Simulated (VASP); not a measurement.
# CaC2 (R-3m) in VASP: a series of runs, part 3 of 3

VASP 6.6.1. Earlier steps stand in the parts before.

## Step 4: Vibrations by perturbation theory, LDA

This run uses another cell than the first one, of 14.98 Å³/atom.

Input file INCAR:

```
SYSTEM = CaC2
PREC = Accurate ; ENCUT = 520
EDIFF = 1E-8 ; ISMEAR = 0
SIGMA = 0.01 ; LREAL = .FALSE.
LASPH = .TRUE. ; NELM = 100
ALGO = Normal ; ISIF = 2
LWAVE = .FALSE. ; LCHARG = .FALSE.
GGA = CA ; NBANDS = 16
IBRION = 8 ; NSW = 1
LEPSILON = .TRUE.
```

Input file KPOINTS:

```
Automatic mesh
0
G
  9 9 9
  0 0 0
```

Input file POSCAR:

```
CaC2
1.0
    1.8507652688      1.0685398262      3.7880444199
   -1.8507652688      1.0685398262      3.7880444199
    0.0000000000     -2.1370796523      3.7880444199
Ca C
1 2
Direct
    0.0000000000      0.0000000000      0.0000000000
    0.5546307574      0.5546307574      0.5546307574
    0.4453692426      0.4453692426      0.4453692426
```

Potentials or basis: VASP PAW LDA potentials, release 64 (Ca_sv, C).

Command:

```console
> cat potpaw_LDA.64/Ca_sv/POTCAR potpaw_LDA.64/C/POTCAR > POTCAR
> mpirun -np 1 vasp_std > vasp.out
```

OUTCAR:

```text
SYSTEM = CaC2
   PREC = Accurate
   ENCUT = 520
   EDIFF = 1E-8
   ISMEAR = 0
   LREAL = .FALSE.
   LASPH = .TRUE.
   NELM = 100
   ISIF = 2
   GGA = CA
   IBRION = 8
   NSW = 1
   LEPSILON = .TRUE.

 ion  position               nearest neighbor table
   1  0.000  0.000  0.000-   2 2.49   2 2.49   3 2.49   3 2.49   2 2.49   3 2.49
   2  0.555  0.555  0.555-   3 1.24   1 2.49   1 2.49   1 2.49
   3  0.445  0.445  0.445-   2 1.24   1 2.49   1 2.49   1 2.49

  LATTYP: Found a trigonal (rhomboedric) cell.
 ALAT       =     4.3492976407
 COS(alpha) =     0.6378450554

  Lattice vectors:

 A1 = (   1.8507652688,   1.0685398262,   3.7880444199)
 A2 = (  -1.8507652688,   1.0685398262,   3.7880444199)
 A3 = (   0.0000000000,  -2.1370796523,   3.7880444199)

Analysis of symmetry for initial positions (statically):
=====================================================================
 Subroutine PRICEL returns:
 Original cell was already a primitive cell.

 Routine SETGRP: Setting up the symmetry group for a
 trigonal (rhombohedral) supercell.

 Subroutine GETGRP returns: Found 12 space group operations
 (whereof 12 operations were pure point group operations)
 out of a pool of 12 trial point group operations.

The static configuration has the point symmetry D_3d.

Analysis of symmetry for dynamics (positions and initial velocities):
=====================================================================
 Subroutine PRICEL returns:
 Original cell was already a primitive cell.

 Routine SETGRP: Setting up the symmetry group for a
 trigonal (rhombohedral) supercell.

 Subroutine GETGRP returns: Found 12 space group operations
 (whereof 12 operations were pure point group operations)
 out of a pool of 12 trial point group operations.

The dynamic configuration has the point symmetry D_3d.

 Subroutine INISYM returns: Found 12 space group operations
 (whereof 12 operations are pure point group operations),
 and found     1 'primitive' translations

----------------------------------------------------------------------------------------

                                     Primitive cell

  volume of cell :      44.9478

  direct lattice vectors                    reciprocal lattice vectors
     1.850765269  1.068539826  3.788044420     0.270158517  0.155976092  0.087996152
    -1.850765269  1.068539826  3.788044420    -0.270158517  0.155976092  0.087996152
     0.000000000 -2.137079652  3.788044420     0.000000000 -0.311952185  0.087996152

  length of vectors
[... 676 lines left out ...]
 Free energy of the ion-electron system (eV)
  ---------------------------------------------------
  ---------------------------------------------------
  free energy    TOTEN  =        -0.14081156 eV

  energy without entropy =       -0.14081156

------------------------ aborting loop because EDIFF is reached ----------------------------------------

 INTERNAL STRAIN TENSOR  FOR ION    2  DIRECTION 3   (eV/Angst):
 -----------------------------------------------------------------------------
     6.18683  0.00000 -0.00000
     0.00000  6.18683 -0.00000
    -0.00000 -0.00000*********

 MACROSCOPIC STATIC DIELECTRIC TENSOR (including local field effects in DFT)
 ------------------------------------------------------
           3.723312     0.000000    -0.000000
           0.000000     3.723312     0.000000
           0.000000     0.000000     5.008300
 ------------------------------------------------------

 PIEZOELECTRIC TENSOR (including local field effects)  for field in x, y, z        (e  Angst)
          XX          YY          ZZ          XY          YZ          ZX
  --------------------------------------------------------------------------------
  x     0.00000     0.00000     0.00000     0.00000     0.00000     0.00000
  y     0.00000     0.00000     0.00000     0.00000     0.00000     0.00000
  z     0.00000     0.00000     0.00000     0.00000     0.00000     0.00000

 PIEZOELECTRIC TENSOR (including local field effects)  for field in x, y, z        (C/m^2)
          XX          YY          ZZ          XY          YZ          ZX
  --------------------------------------------------------------------------------
  x     0.00000     0.00000     0.00000     0.00000     0.00000     0.00000
  y     0.00000     0.00000     0.00000     0.00000     0.00000     0.00000
  z     0.00000     0.00000     0.00000     0.00000     0.00000     0.00000

 BORN EFFECTIVE CHARGES (including local field effects) (in |e|, cummulative output)
 ---------------------------------------------------------------------------------
 ion    1
    1     2.31181     0.00000     0.00000
    2     0.00000     2.31181     0.00000
    3     0.00000     0.00000     2.42197
 ion    2
    1    -1.15591     0.00000     0.00000
    2     0.00000    -1.15591    -0.00000
    3     0.00000    -0.00000    -1.21099
 ion    3
    1    -1.15591     0.00000     0.00000
    2     0.00000    -1.15591    -0.00000
    3     0.00000    -0.00000    -1.21099

 INTERNAL STRAIN TENSOR FOR ION    3 for displacements in x,y,z  (eV/Angst):
          X           Y           Z          XY          YZ          ZX
  --------------------------------------------------------------------------------
  x     0.00000    -0.00000    -0.00000     2.15018     0.00000    -6.58670
  y     2.15018    -2.15018     0.00000     0.00000    -6.99431     0.00000
  z    -6.18683    -6.18683   100.14029     0.00000     0.00000     0.00000

 SECOND DERIVATIVES (NOT SYMMETRIZED)
 ------------------------------------
               1X          1Y          1Z          2X          2Y          2Z          3X          3Y          3Z
  1X    -6.029281    0.000000    0.000000    3.014640    0.000000    0.000000    3.014640    0.000000    0.000000
  1Y     0.000000   -6.029281   -0.000000    0.000000    3.014640    0.000000    0.000000    3.014640    0.000000
  1Z     0.000000   -0.000000   -3.973400    0.000000    0.000000    1.986700    0.000000    0.000000    1.986700
  2X     3.012938   -0.000000   -0.000000   -3.310029    0.000000    0.000000    0.297091    0.000000    0.000000
  2Y     0.000000    3.012938    0.000000   -0.000000   -3.310029   -0.000000   -0.000000    0.297091    0.000000
  2Z     0.000000    0.000000    2.001938    0.000000   -0.000000  -86.027044    0.000000    0.000000   84.025106
  3X     3.012938   -0.000000   -0.000000    0.297091    0.000000    0.000000   -3.310029    0.000000    0.000000
  3Y     0.000000    3.012938    0.000000   -0.000000    0.297091    0.000000   -0.000000   -3.310029   -0.000000
  3Z     0.000000    0.000000    2.001938    0.000000    0.000000   84.025106    0.000000   -0.000000  -86.027044

 Eigenvectors and eigenvalues of the dynamical matrix
 ----------------------------------------------------

   1 f  =   58.823682 THz   369.600095 2PiTHz 1962.146827 cm-1   243.275092 meV
             X         Y         Z           dx          dy          dz
      0.000000  0.000000  0.000000    -0.000000   -0.000000    0.000000
      0.000000  0.000000  6.302898    -0.000000   -0.000000   -0.707107
      0.000000  0.000000  5.061235     0.000000    0.000000    0.707107
[... 43 lines left out ...]
   9 f/i=    0.014891 THz     0.093564 2PiTHz    0.496717 cm-1     0.061585 meV
             X         Y         Z           dx          dy          dz
      0.000000  0.000000  0.000000    -0.000000    0.000000    0.791852
      0.000000  0.000000  6.302898    -0.000000    0.000000    0.431839
      0.000000  0.000000  5.061235    -0.000000    0.000000    0.431839

--------------------------------------------------------------------------------------------------------

 MACROSCOPIC STATIC DIELECTRIC TENSOR IONIC CONTRIBUTION
 ------------------------------------------------------
           3.569268     0.000000     0.000000
           0.000000     3.569268     0.000000
           0.000000     0.000000     5.928193
 ------------------------------------------------------

 ELASTIC MODULI CONTR FROM IONIC RELAXATION (kBar)
 Direction    XX          YY          ZZ          XY          YZ          ZX
 --------------------------------------------------------------------------------
 XX        -107.4201     75.3267    259.7328     -0.0000    297.2289      0.0000
 YY          75.3267   -107.4201    259.7328      0.0000   -297.2289     -0.0000
 ZZ         259.7328    259.7328  -4204.0488     -0.0000     -0.0000      0.0000
 XY          -0.0000      0.0000     -0.0000    -91.3734      0.0000    279.9071
 YZ         297.2289   -297.2289     -0.0000      0.0000   -966.8563     -0.0000
 ZX           0.0000     -0.0000      0.0000    279.9071     -0.0000   -857.4480
 --------------------------------------------------------------------------------

 PIEZOELECTRIC TENSOR IONIC CONTR  for field in x, y, z        (C/m^2)
          XX          YY          ZZ          XY          YZ          ZX
  --------------------------------------------------------------------------------
  x    -0.00000     0.00000    -0.00000     0.00000     0.00000    -0.00000
  y    -0.00000    -0.00000     0.00000    -0.00000     0.00000     0.00000
  z     0.00000    -0.00000    -0.00000    -0.00000    -0.00000     0.00000
```

OSZICAR:

```text
N       E                     dE             d eps       ncg     rms          rms(c)
DAV:   1     0.114640448262E+03    0.11464E+03   -0.89858E+03  2720   0.107E+03
DAV:   2    -0.191783849863E+02   -0.13382E+03   -0.12862E+03  3440   0.269E+02
DAV:   3    -0.246830804995E+02   -0.55047E+01   -0.54793E+01  3528   0.541E+01
DAV:   4    -0.249235606613E+02   -0.24048E+00   -0.24036E+00  4344   0.948E+00
[... 301 lines left out ...]
RMM:  12    -0.140811528659E+00    0.33416E-07    0.20977E-07  6745   0.271E-04    0.230E-05
RMM:  13    -0.140811572098E+00   -0.43439E-07   -0.12300E-07  7066   0.126E-04    0.582E-06
RMM:  14    -0.140811558902E+00    0.13196E-07    0.34283E-08  7165   0.546E-05    0.552E-06
RMM:  15    -0.140811557701E+00    0.12017E-08   -0.58747E-08  7013   0.249E-05    0.142E-06
 Linear response finished
```

stdout:

```text
POSCAR found type information on POSCAR CaC
 POSCAR found :  2 types and       3 ions
 scaLAPACK will be used
 LDA part: xc-table for (Slater(with rela. corr.)+CA(PZ))
 , standard interpolation
 POSCAR, INCAR and KPOINTS ok, starting setup
 FFT: planning ... GRIDC
 FFT: planning ... GRID_SOFT
 FFT: planning ... GRID
[... 33 lines left out ...]
 first order change of Fermi-energy   0.20657E-04
 force on displaced ion       1 direction 3 :   0.000  -0.000  -3.973
 Born effective charge ion    1 direction 3 :   0.000   0.000   2.420
 Linear response progress:
 first order change of Fermi-energy  -0.57294E-03
 force on displaced ion       2 direction 1 :  -3.309   0.002   0.000
 Born effective charge ion    2 direction 1 :  -1.156   0.000   0.000
 Linear response progress:
 first order change of Fermi-energy   0.16798E+01
 force on displaced ion       2 direction 3 :   0.000  -0.000 -86.027
 Born effective charge ion    2 direction 3 :   0.000  -0.000  -1.211
 Born effective charges drift removed
 Linear response finished
```

Wall time 30 min (1 thread of Intel Xeon 8259CL, shared host); peak memory 0.67 GiB.

Results:

| Quantity | Value |
| --- | --- |
| Electronic dielectric tensor (diagonal) | 3.72, 3.72, 5.01 |
| Born charges (mean of the diagonal) | Ca +2.35; C -1.17 e |
| Highest phonon frequency at Γ | 1962 cm⁻¹ |

Phonon frequencies in cm⁻¹ (negative: imaginary):
| q point | frequencies |
| --- | --- |
| (0.000, 0.000, 0.000) | 0 0 0 269 286 286 330 330 1962 |

Electronic dielectric tensor:
```
3.72 0.00 0.00
0.00 3.72 0.00
0.00 0.00 5.01
```

Born effective charge tensors (e):
atom 1, Ca
```
2.31 0.00 0.00
0.00 2.31 0.00
0.00 0.00 2.42
```
atom 2, C
```
-1.16  0.00  0.00
 0.00 -1.16  0.00
 0.00  0.00 -1.21
```
atom 3, C
```
-1.16  0.00  0.00
 0.00 -1.16  0.00
 0.00  0.00 -1.21
```

Caveat: the cell stands under pressure or tension, which shifts response properties.
